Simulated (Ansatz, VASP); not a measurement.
**CdS in VASP and in Ansatz**

The input POSCAR:

```
CdS
1.0
    4.1741829389      0.0000000000      0.0000000000
   -2.0870865715      3.6149470253      0.0000000000
    0.0000000000      0.0000000000      5.6856843046
Cd S
1 1
Direct
    0.0000000000      0.0000000000      0.4426900000
    0.6666666667      0.3333333333      0.4343100000
```

The input INCAR.step1:

```
PREC = Accurate
ENCUT = 700
ISMEAR = -1
SIGMA = 0.1
LREAL = False
LASPH = True
NELM = 120
NBANDS = 20
GGA = PE
ALGO = Normal
EDIFF = 1E-5
LWAVE = True
LCHARG = False
GGA_COMPAT = False
```

Contents of INCAR.step2:

```
PREC = Accurate
ENCUT = 700
EDIFF = 1E-6
ISMEAR = -1
SIGMA = 0.1
LREAL = False
LASPH = True
NELM = 120
ALGO = Normal
ISIF = 2
LWAVE = False
LCHARG = False
METAGGA = R2SCAN
LMIXTAU = True
NBANDS = 20
ISTART = 1
GGA_COMPAT = False
```

Contents of KPOINTS:

```
Automatic mesh
0
Gamma
  6 6 4
```

Input for Ansatz:

```yaml
crystal:
  lattice:
    - [4.174182938875489, 0.0, 0.0]
    - [-2.0870865715072013, 3.614947025270862, 0.0]
    - [0.0, 0.0, 5.6856843046236]
  atoms:
    - { symbol: Cd, position: [0.0, 0.0, 0.44269] }
    - { symbol: S, position: [0.6666666666666666, 0.3333333333333333, 0.43431] }
basis:
  ecutwfc: 500.0
kpoints:
  mp_grid:
    grid: [6, 6, 4]
hamiltonian:
  xc: r2scan
scf:
  occupations:
    method: fermi_dirac
output:
  stress: true
```

Alike in both runs: task single point; functional r2SCAN; k mesh 6 × 6 × 4; no spin polarisation.

|  | VASP | Ansatz |
| --- | --- | --- |
| version | VASP 6.6.1 | Ansatz 0.2.0 |
| potentials or method | VASP PAW PBE potentials, release 64 (Cd_sv_GW, S), cutoff 700 eV | plane waves, PAW |
| occupations | fermi-dirac, width 0.1 eV | fermi-dirac |
| valence electrons in the cell | 26 | 26 |

|  | VASP | Ansatz | Ansatz less VASP |
| --- | --- | --- | --- |
| pressure (GPa) | 1.1 | 1.1 | +0.07 |
| traceless stress, the component that is largest in VASP (GPa) | -1.16 | -1.21 | -0.047 |

VASP's potentials were made for PBE, not for r2SCAN. Ansatz's warnings: structure snapped to symmetry.
